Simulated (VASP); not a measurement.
A run of VASP 6.6.1 is set up as follows.

File INCAR:

```
PREC     = Accurate       # precision mode
ENCUT    = 520            # plane-wave cutoff, eV
EDIFF    = 1E-6           # SCF threshold, eV
ISMEAR   = -1             # smearing method
SIGMA    = 0.1            # smearing width, eV
LREAL    = F              # projectors in reciprocal space
LASPH    = T              # aspherical terms in the spheres
NELM     = 60             # most SCF steps
ALGO     = Normal         # electronic algorithm
ISIF     = 2              # what is computed and relaxed
LWAVE    = F              # write WAVECAR
LCHARG   = F              # write CHGCAR
GGA      = PE             # functional
NBANDS   = 8              # bands
```

The input KPOINTS:

```
Automatic mesh
0
Gamma
  15 15 15
```

File POSCAR:

```
Al
1.0
   -1.6401688613      1.6401688613      1.6401688613
    1.6401688613     -1.6401688613      1.6401688613
    1.6401688613      1.6401688613     -1.6401688613
Al
1
Direct
    0.0000000000      0.0000000000      0.0000000000
```

Potentials or basis: VASP PAW PBE potentials, release 64 (Al).

Command:

```sh
$ cat potpaw_PBE.64/Al/POTCAR > POTCAR
$ mpirun -np 1 vasp_std > vasp.out
```

Predict the pressure.

-2.6 GPa.
